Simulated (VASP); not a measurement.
HgTe:

```
Hg Te
1.0
    -3.04560    3.04560    1.55941
     3.04560   -3.04560    1.55941
     3.04560    3.04560   -1.55941
Hg Te
1 1
Cartesian
  0.0000 3.0456 0.7797
  0.0000 0.0000 0.0000
```

```yaml
Program: VASP 6.6.1
Task: relaxation of cell and atoms
Functional: PBEsol
Dispersion: D4
Potentials_or_basis: VASP PAW PBE potentials, release 64 (Hg, Te)
Cutoff: 600 eV
k_mesh: 10 × 10 × 10
Occupations: fermi-dirac, width 0.05 eV
Spin: no spin polarisation
```

At the start: pressure -4.6 GPa; volume 28.93 Å³/atom.

How do energy, volume and symmetry change on relaxing?

Over 7 steps the energy falls by 76.8 meV/atom and the volume is 25.94 Å³/atom (-10.3 %); space group I-4m2 (No. 119, to 0.1 Å) before and after.

The path:
```
step  energy change (eV)  largest force (eV/Å)  pressure (GPa)  volume (Å³)
   1              0.0000                0.0000           -4.58        57.86
   2             -0.1330                0.0000            0.96        51.17
   3             -0.1330                0.0000            0.92        51.20
   4             -0.1519                0.0000            0.81        51.23
   5             -0.1520                0.0000            0.80        51.23
   6             -0.1532                0.0000           -0.34        52.18
   7             -0.1536                0.0000           -0.07        51.87
```

Final structure:
```
Hg Te
1.0
    -2.86294    2.86294    1.58215
     2.86294   -2.86294    1.58215
     2.86294    2.86294   -1.58215
Hg Te
1 1
Direct
  0.75000 0.25000 0.50000
  0.00000 0.00000 0.00000
```

Caveat: the PAW data sets were made with another functional, which shifts forces and pressure a little.
